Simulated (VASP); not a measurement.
A run of VASP 6.6.1 is set up as follows.

INCAR

```
ALGO     = Fast           # electronic algorithm
EDIFF    = 1E-6           # SCF threshold, eV
EDIFFG   = -0.04          # ionic threshold
ENCUT    = 600            # plane-wave cutoff, eV
GGA      = PE             # functional
IBRION   = 2              # ionic algorithm
ISIF     = 3              # what is computed and relaxed
ISMEAR   = 0              # smearing method
LASPH    = T              # aspherical terms in the spheres
LCHARG   = F              # write CHGCAR
LREAL    = F              # projectors in reciprocal space
LWAVE    = F              # write WAVECAR
NELM     = 60             # most SCF steps
NSW      = 90             # ionic steps
PREC     = Accurate       # precision mode
SIGMA    = 0.1            # smearing width, eV
```

The input KPOINTS:

```
k-points
0
Gamma
  3 3 4
```

Contents of POSCAR:

```
Ba
1.0
    6.4052841500      0.0000000000      0.0000000000
   -3.2026420800      5.5471387900      0.0000000000
    0.0000000000      0.0000000000      5.4776597000
Ba
2
Direct
    0.0000000000      0.0000000000      0.2666746400
    0.0000000000      0.0000000000      0.7333253600
```

Potentials or basis: VASP PAW PBE potentials, release 64 (Ba_sv).

The run is started by

```bash
$ cat potpaw_PBE.64/Ba_sv/POTCAR > POTCAR
$ mpirun -np 1 vasp_std > vasp.out
```

(1) Estimate the relaxed volume.

(2) Predict the relaxed cell.

Answers

(1) 56.40 Å³/atom.

(2) a = 4.148 Å, b = 4.148 Å, c = 7.571 Å, α = 90.00°, β = 90.00°, γ = 120.00°.

Caveat: the k points lie up to 0.58 Å⁻¹ apart in the final cell; the volume moved by over 15 % at a fixed basis, so the end points are rough.
